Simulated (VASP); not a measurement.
Input of a VASP 6.6.1 run:

Contents of INCAR:

```
SYSTEM = SiC
PREC = Accurate
ENCUT = 520
EDIFF = 1E-6
ISMEAR = 0
SIGMA = 0.01
LREAL = .FALSE.
LASPH = .TRUE.
NELM = 100
ALGO = Normal
ISIF = 2
LWAVE = .FALSE.
LCHARG = .FALSE.
GGA = PE
NBANDS = 11
```

File KPOINTS:

```
Automatic mesh
0
G
  6 6 6
  0 0 0
```

File POSCAR:

```
SiC
1.0
    0.0000000000      2.1344913040      2.2058695875
    2.1344913040      0.0000000000      2.2058695875
    2.1344913040      2.1344913040      0.0000000000
Si C
1 1
Direct
    0.0000000000      0.0000000000      0.0000000000
    0.2500000000      0.2500000000      0.2500000000
```

Potentials or basis: VASP PAW PBE potentials, release 64 (Si, C).

Run with:

```console
$ cat potpaw_PBE.64/Si/POTCAR potpaw_PBE.64/C/POTCAR > POTCAR
$ mpirun -np 1 vasp_std > vasp.out
```

(1) Estimate the band gap on the k mesh.

(2) Estimate the pressure.

Answers

(1) 1.15 eV, indirect (least direct gap 4.53 eV).

(2) 10.1 GPa.

Caveat: the k points lie up to 0.42 Å⁻¹ apart; the cell differs from its parent crystal (epitaxial xy strain -2.0%).
